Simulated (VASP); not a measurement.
# Li16Cu (a cell with a defect) in VASP: single point with PBEsol

Aim: the single point of Li16Cu (a cell with a defect) with PBEsol.

All numbers are computed with VASP 6.6.1; they aren't measurements. Logs are shortened: lines on timing, memory, paths and dates and some standing lists are left out, and cuts for length are marked.

### Step 1. The cell of the first run

The cell holds a defect, 17 atoms: a = 6.980 Å, b = 6.980 Å, c = 6.980 Å, α = 90.00°, β = 90.00°, γ = 90.00°.

### Step 2. Single point, PBEsol

Contents of INCAR:

```
ALGO = Normal
EDIFF = 1E-6
ENCUT = 520
GGA = PS
ISIF = 2
ISMEAR = -1
LASPH = T
LCHARG = F
LREAL = Auto
LWAVE = F
NBANDS = 44
NELM = 100
PREC = Accurate
SIGMA = 0.05
```

Contents of KPOINTS:

```
k-points
0
Gamma
  4 4 4
```

Contents of POSCAR:

```
Li16Cu
1.0
    6.9800000000      0.0000000000      0.0000000000
    0.0000000000      6.9800000000      0.0000000000
    0.0000000000      0.0000000000      6.9800000000
Li Cu
16 1
Direct
    0.0159724928      0.0178398281      0.0234989971
    0.4588591691      0.0033691977      0.0021207736
   -0.0016209169      0.4748876791      0.0059876791
   -0.0049720630      0.0018283668      0.4652031519
    0.2479236390      0.2911404011      0.2551713467
    0.4772186246      0.5033230659     -0.0366948424
    0.5922230659     -0.0272991404      0.5996018625
    0.6874583095      0.2344770774      0.2568426934
   -0.0428590258      0.5052528653      0.4837197708
    0.2214176218      0.7126351003      0.2265700573
    0.2488419771      0.2339732092      0.6939795129
    0.5069775072      0.5286475645      0.5143435530
    0.7007775072      0.7653550143      0.2364859599
    0.7650542980      0.2631736390      0.7704699140
    0.2296914040      0.7656744986      0.7088916905
    0.7949795129      0.7372755014      0.8024137536
    0.3598224928     -0.0121189112      0.3672782235
```

Potentials or basis: VASP PAW PBE potentials, release 64 (Li_sv, Cu).

Command:

```console
$ cat potpaw_PBE.64/Li_sv/POTCAR potpaw_PBE.64/Cu/POTCAR > POTCAR
$ mpirun -np 1 vasp_std > vasp.out
```

OUTCAR:

```text
EDIFF = 1E-6
   ENCUT = 520
   GGA = PS
   ISIF = 2
   ISMEAR = -1
   LASPH = T
   LREAL = Auto
   NELM = 100
   PREC = Accurate

 ion  position               nearest neighbor table
   1  0.016  0.018  0.023-
   2  0.459  0.003  0.002-  17 2.64
   3  0.998  0.475  0.006-
   4  0.995  0.002  0.465-  17 2.64
   5  0.248  0.291  0.255-  17 2.39
   6  0.477  0.503  0.963-
   7  0.592  0.973  0.600-  17 2.30  16 2.59
   8  0.687  0.234  0.257-
   9  0.957  0.505  0.484-
  10  0.221  0.713  0.227-  17 2.36
  11  0.249  0.234  0.694-
  12  0.507  0.529  0.514-
  13  0.701  0.765  0.236-
  14  0.765  0.263  0.770-
  15  0.230  0.766  0.709-
  16  0.795  0.737  0.802-   7 2.59
  17  0.360  0.988  0.367-   7 2.30  10 2.36   5 2.39   4 2.64   2 2.64

  LATTYP: Found a simple cubic cell.
 ALAT       =     6.9800000000

  Lattice vectors:

 A1 = (   6.9800000000,   0.0000000000,   0.0000000000)
 A2 = (   0.0000000000,   6.9800000000,   0.0000000000)
 A3 = (   0.0000000000,   0.0000000000,   6.9800000000)

Analysis of symmetry for initial positions (statically):
=====================================================================
 Subroutine PRICEL returns:
 Original cell was already a primitive cell.

 Routine SETGRP: Setting up the symmetry group for a
 simple cubic supercell.

 Subroutine GETGRP returns: Found  1 space group operations
 (whereof  1 operations were pure point group operations)
 out of a pool of 48 trial point group operations.

The static configuration has the point symmetry C_1 .

Analysis of symmetry for dynamics (positions and initial velocities):
=====================================================================
 Subroutine PRICEL returns:
 Original cell was already a primitive cell.

 Routine SETGRP: Setting up the symmetry group for a
 simple cubic supercell.

 Subroutine GETGRP returns: Found  1 space group operations
 (whereof  1 operations were pure point group operations)
 out of a pool of 48 trial point group operations.

The dynamic configuration has the point symmetry C_1 .

 Subroutine INISYM returns: Found  1 space group operations
 (whereof  1 operations are pure point group operations),
 and found     1 'primitive' translations

----------------------------------------------------------------------------------------

                                     Primitive cell

  volume of cell :     340.0684

  direct lattice vectors                    reciprocal lattice vectors
     6.980000000  0.000000000  0.000000000     0.143266476  0.000000000  0.000000000
     0.000000000  6.980000000  0.000000000     0.000000000  0.143266476  0.000000000
     0.000000000  0.000000000  6.980000000     0.000000000  0.000000000  0.143266476

  length of vectors
     6.980000000  6.980000000  6.980000000     0.143266476  0.143266476  0.143266476

  position of ions in fractional coordinates (direct lattice)
     0.015972493  0.017839828  0.023498997
     0.458859169  0.003369198  0.002120774
     0.998379083  0.474887679  0.005987679
     0.995027937  0.001828367  0.465203152
     0.247923639  0.291140401  0.255171347
     0.477218625  0.503323066  0.963305158
[... 9 lines left out ...]
     0.794979513  0.737275501  0.802413754
     0.359822493  0.987881089  0.367278224

  ion indices of the primitive-cell ions
   primitive index   ion index
                 1           1
                 2           2
                 3           3
                 4           4
                 5           5
                 6           6
[... 9 lines left out ...]
                16          16
                17          17

----------------------------------------------------------------------------------------

 KPOINTS: k-points

Automatic generation of k-mesh.
 Grid dimensions read from file:
 generate k-points for:    4    4    4

 Generating k-lattice:

  Cartesian coordinates                     Fractional coordinates (reciprocal lattice)
     0.035816619  0.000000000  0.000000000     0.250000000  0.000000000  0.000000000
     0.000000000  0.035816619  0.000000000     0.000000000  0.250000000  0.000000000
     0.000000000  0.000000000  0.035816619     0.000000000  0.000000000  0.250000000

  Length of vectors
     0.035816619  0.035816619  0.035816619

  Shift w.r.t. Gamma in fractional coordinates (k-lattice)
     0.000000000  0.000000000  0.000000000

 Subroutine IBZKPT returns following result:
 ===========================================

 Found     36 irreducible k-points:

 Following reciprocal coordinates:
            Coordinates               Weight
  0.000000  0.000000  0.000000      1.000000
  0.250000  0.000000  0.000000      2.000000
  0.000000  0.250000  0.000000      2.000000
  0.000000  0.000000  0.250000      2.000000
  0.500000  0.000000  0.000000      1.000000
  0.000000  0.500000  0.000000      1.000000
[... 16 lines left out ...]
  0.250000  0.250000  0.250000      2.000000
 -0.250000  0.250000  0.250000      2.000000
 [... further k-points ...]
   k-points           NKPTS =     36   k-points in BZ     NKDIM =     36   number of bands    NBANDS=     44
   number of dos      NEDOS =    301   number of ions     NIONS =     17
   total plane-waves  NPLWV = 157464
   dimension x,y,z NGX =    54 NGY =   54 NGZ =   54
   dimension x,y,z NGXF=   108 NGYF=  108 NGZF=  108
   ions per type =              16   1
   NGX,Y,Z   is equivalent  to a cutoff of  12.86, 12.86, 12.86 a.u.
   NGXF,Y,Z  is equivalent  to a cutoff of  25.72, 25.72, 25.72 a.u.
 SYSTEM =  unknown system
   PREC   = accura    normal or accurate (medium, high low for compatibility)
   ISTART =      0    job   : 0-new  1-cont  2-samecut
   ICHARG =      2    charge: 1-file 2-atom 10-const
   ISPIN  =      1    spin polarized calculation?
   LNONCOLLINEAR =      F non collinear calculations
   LSORBIT =      F    spin-orbit coupling
   LASPH  =      T    aspherical Exc in radial PAW
   ENCUT  =  520.0 eV  38.22 Ry    6.18 a.u.  12.98 12.98 12.98*2*pi/ulx,y,z
   NELM   =    100;   NELMIN=  2; NELMDL= -5     # of ELM steps
   EDIFF  = 0.1E-05   stopping-criterion for ELM
   LREAL  =      T    real-space projection
   EDIFFG = 0.1E-04   stopping-criterion for IOM
   NSW    =      0    number of steps for IOM
   IBRION =     -1    ionic relax: 0-MD 1-quasi-New 2-CG
   NFREE  =      0    steps in history (QN), initial steepest desc. (CG)
   ISIF   =      2    stress and relaxation
   ISYM   =      2    0-nonsym 1-usesym 2-fastsym
   POTIM  = 0.5000    time-step for ionic-motion
   TEBEG  =    0.0;   TEEND  =   0.0 temperature during run
   PSTRESS=    0.0 pullay stress
   NELECT =      59.0000    total number of electrons
   NUPDOWN=      -1.0000    fix difference up-down
   EMIN   =  10.00;   EMAX   =-10.00  energy-range for DOS
   EFERMI =   0.00;   METHOD = LEGACY
   ISMEAR =    -1;   SIGMA  =   0.05  broadening in eV -4-tet -1-fermi 0-gaus
   EFERMI_NEDOS =   21; number of points for ismear=-14 and -15
   IALGO  =     38    algorithm
   IMIX   =      4    mixing-type and parameters
     AMIX     =   0.40;   BMIX     =  1.00
     AMIX_MAG =   1.60;   BMIX_MAG =  1.00
  volume/ion in A,a.u.               =      20.00       134.99
  Fermi-wavevector in a.u.,A,eV,Ry     =   0.913069  1.725449 11.343099  0.833694
  Thomas-Fermi vector in A             =   2.037537
   LORBIT       =      0    0 simple, 1 ext, 2 COOP (PROOUT), +10 PAW based schemes
   GGA     = PS    functional components
   LHFCALC =     F    Hartree Fock is set to
   AEXX    =    0.0000 exact exchange contribution
   IVDW    =     0    specifies the selected vdW correction
   LEPSILON=     F    determine dielectric tensor
   LRPA    =     F    only Hartree local field effects (RPA)
 non-spin polarized calculation
  energy-cutoff  :      520.00
  volume of cell :      340.07
 maximum number of plane-waves:      9183
 NGX is ok and might be reduce to    54
   NGX = 25   NGY = 25   NGZ = 25

 number of electron      59.0000014 magnetization

 Free energy of the ion-electron system (eV)
  ---------------------------------------------------
  ext. energy  EPLUGINS =         0.00000000
  ---------------------------------------------------
  free energy    TOTEN  =       -34.94867648 eV

  energy without entropy =      -34.88112864  energy(sigma->0) =      -34.91490256

 E-fermi :   0.8303     XC(G=0):  -7.1973

 val. band max:        0.8270244021   @ k =   0.0000   0.5000   0.5000
 cond. band min:       0.8499299805   @ k =   0.5000   0.0000   0.5000
 fundamental gap:      0.0229055784
 Fermi energy:         0.8303383908

 k-point     1 :       0.0000    0.0000    0.0000
  band No.  band energies     occupation
      1     -45.2768      2.00000
      2     -45.2369      2.00000
      3     -45.2205      2.00000
      4     -45.2192      2.00000
      5     -45.1932      2.00000
      6     -45.1730      2.00000
[... 33 lines left out ...]
     40       3.6785      0.00000
     41       3.8155      0.00000

 k-point     2 :       0.2500    0.0000    0.0000
  band No.  band energies     occupation
      1     -45.2768      2.00000
      2     -45.2370      2.00000
      3     -45.2205      2.00000
      4     -45.2192      2.00000
      5     -45.1932      2.00000
      6     -45.1731      2.00000
[... 33 lines left out ...]
     40       3.8900      0.00000
     41       3.9437      0.00000

 k-point     3 :       0.0000    0.2500    0.0000
  band No.  band energies     occupation
      1     -45.2768      2.00000
      2     -45.2370      2.00000
      3     -45.2205      2.00000
      4     -45.2192      2.00000
      5     -45.1932      2.00000
      6     -45.1731      2.00000
[... 33 lines left out ...]
     40       3.9171      0.00000
     41       4.0913      0.00000

 k-point     4 :       0.0000    0.0000    0.2500
  band No.  band energies     occupation
      1     -45.2768      2.00000
      2     -45.2370      2.00000
      3     -45.2205      2.00000
      4     -45.2193      2.00000
      5     -45.1932      2.00000
      6     -45.1731      2.00000
[... 825 lines left out ...]
     40       4.3368      0.00000
     41       4.5097      0.00000

 k-point    23 :       0.2500    0.2500    0.2500
  band No.  band energies     occupation
      1     -45.2768      2.00000
      2     -45.2370      2.00000
      3     -45.2205      2.00000
      4     -45.2193      2.00000
      5     -45.1932      2.00000
      6     -45.1731      2.00000
[... 33 lines left out ...]
     40       3.9109      0.00000
     41       4.2545      0.00000

 k-point    24 :      -0.2500    0.2500    0.2500
  band No.  band energies     occupation
      1     -45.2768      2.00000
      2     -45.2370      2.00000
      3     -45.2205      2.00000
      4     -45.2193      2.00000
      5     -45.1932      2.00000
      6     -45.1731      2.00000
[... 33 lines left out ...]
     40       3.8394      0.00000
     41       4.5023      0.00000

 [... further k-points ...]

 [bands above 41 left out]

------------------------ aborting loop because EDIFF is reached ----------------------------------------

  FORCE on cell =-STRESS in cart. coord.  units (eV):
  Direction    XX          YY          ZZ          XY          YZ          ZX
  --------------------------------------------------------------------------------------
  -------------------------------------------------------------------------------------
  Total       -1.0356922     -0.6727788     -1.0120451      0.1437637      0.1424782      1.7807940
  in kB       -4.8794967     -3.1696887     -4.7680870      0.6773196      0.6712632      8.3899235
  external PRESSURE =      -4.2724241 kB  Pullay stress =       0.0000000 kB

 VOLUME and BASIS-vectors are now :
 -----------------------------------------------------------------------------
  energy-cutoff  :      520.00
  volume of cell :      340.07
      direct lattice vectors                 reciprocal lattice vectors
     6.980000000  0.000000000  0.000000000     0.143266476  0.000000000  0.000000000
     0.000000000  6.980000000  0.000000000     0.000000000  0.143266476  0.000000000
     0.000000000  0.000000000  6.980000000     0.000000000  0.000000000  0.143266476

 POSITION                                       TOTAL-FORCE (eV/Angst)
 -----------------------------------------------------------------------------------
      0.11149      0.12452      0.16402        -0.005622      0.003411     -0.007279
      3.20284      0.02352      0.01480         0.002320      0.001233     -0.004730
      6.96869      3.31472      0.04179         0.002770     -0.010978     -0.000932
      6.94530      0.01276      3.24712        -0.004375     -0.000047      0.001972
      1.73051      2.03216      1.78110         0.004108      0.008426      0.010000
      3.33099      3.51319      6.72387         0.001417     -0.000280      0.000862
[... 9 lines left out ...]
      5.54896      5.14618      5.60085         0.013443     -0.009160      0.012934
      2.51156      6.89541      2.56360         0.000190     -0.000927     -0.003348
 -----------------------------------------------------------------------------------
    total drift:                               -0.003003     -0.004513      0.003488

  FREE ENERGIE OF THE ION-ELECTRON SYSTEM (eV)
  ---------------------------------------------------
  free  energy   TOTEN  =       -34.9486764800 eV

  energy  without entropy=      -34.8811286445  energy(sigma->0) =      -34.91490256
```

Wall time 9.3 min (1 thread of Intel Xeon Platinum 8488C (Sapphire Rapids), shared host); peak memory 0.57 GiB.

Results:

* Free energy: -34.9487 eV
* Largest force: 0.025 eV/Å
* Band gap on the k mesh: zero (an odd number of electrons rules out a gap without spin polarisation)

Forces in eV/Å, atoms in the order of the input:
```
Li  -0.006  0.003 -0.007
Li   0.002  0.001 -0.005
Li   0.003 -0.011 -0.001
Li  -0.004  0.000  0.002
Li   0.004  0.008  0.010
Li   0.001  0.000  0.001
Li   0.010 -0.016  0.008
Li  -0.002  0.001  0.007
Li   0.001  0.001 -0.001
Li  -0.012  0.000 -0.013
Li   0.007  0.005 -0.001
Li  -0.009  0.023 -0.002
Li   0.011 -0.001 -0.005
Li  -0.011  0.000 -0.009
Li  -0.008 -0.005  0.007
Li   0.013 -0.009  0.013
Cu   0.000 -0.001 -0.003
```

Caveat: the cutoff is under 1.25 times the usual one of these potentials, so pressure, stress and relaxed cells hold a basis-set (Pulay) error; the PAW data sets were made with another functional, which shifts forces and pressure a little.
